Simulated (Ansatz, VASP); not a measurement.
# GaSb: VASP beside Ansatz

```xyz
2
Lattice="0.0000 2.9432 3.1673 2.9432 0.0000 3.1673 2.9432 2.9432 0.0000" Properties=species:S:1:pos:R:3 pbc="T T T"
Ga    0.0000    0.0000    0.0000
Sb    1.4716    1.4716    1.5836
```

Change from the starting cell: epitaxial_xy strain -4.0%.

Alike in both runs: task single point; functional r2SCAN; k mesh 8 × 8 × 8; occupations fermi-dirac, width 0.02 eV; no spin polarisation.

|  | VASP | Ansatz |
| --- | --- | --- |
| version | VASP 6.6.1 | Ansatz 0.2.0 |
| potentials or method | VASP PAW PBE potentials, release 64 (Ga_d, Sb) | plane waves, PAW |
| plane-wave cutoff (eV) | 520 | 500 |
| valence electrons in the cell | 18 | 28 |

```csv
,VASP,Ansatz,Ansatz less VASP
pressure (GPa),3.0,2.9,-0.13
"traceless stress, the component that is largest in VASP (GPa)",-2.85,-2.85,+0.006
```

VASP's potentials were made for PBE, not for r2SCAN. The functional is the same, so the differences come from potentials, cutoffs and numerics. VASP's potentials hold 18 valence electrons a cell and Ansatz's 28, so a difference there can come from the potentials and not from the codes.

Spin-orbit coupling is off throughout.
